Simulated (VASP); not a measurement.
A run of VASP 6.6.1 is set up as follows.

Contents of INCAR:

```
SYSTEM = C
ALGO = Normal ; EDIFF = 1E-7
EDIFFG = -0.01 ; ENCUT = 600
GGA = PE ; GGA_COMPAT = .False.
IBRION = 2 ; ISIF = 3
ISMEAR = 0 ; LASPH = .True.
LCHARG = .False. ; LREAL = .False.
LWAVE = .False. ; NELM = 120
NELMIN = 4 ; NSW = 80
PREC = Accurate ; SIGMA = 0.02
```

The input KPOINTS:

```
k-points
0
Gamma
  12 12 12
  0 0 0
```

POSCAR

```
C
1.0
    0.0000000000      1.7858181871      1.7858181871
    1.7858181871      0.0000000000      1.7858181871
    1.7858181871      1.7858181871      0.0000000000
C
2
Direct
    0.2500000000      0.2500000000      0.2500000000
    0.0000000000      0.0000000000      0.0000000000
```

Potentials or basis: VASP PAW PBE potentials, release 64 (C).

Run with:

```bash
$ cat potpaw_PBE.64/C/POTCAR > POTCAR
$ mpirun -np 1 vasp_std > vasp.out
```

(1) What does it give for the band gap on the k mesh?

Results:

(1) 4.14 eV (least direct gap 5.58 eV).

Caveat: the relaxation stopped at its first step, so nothing moved.
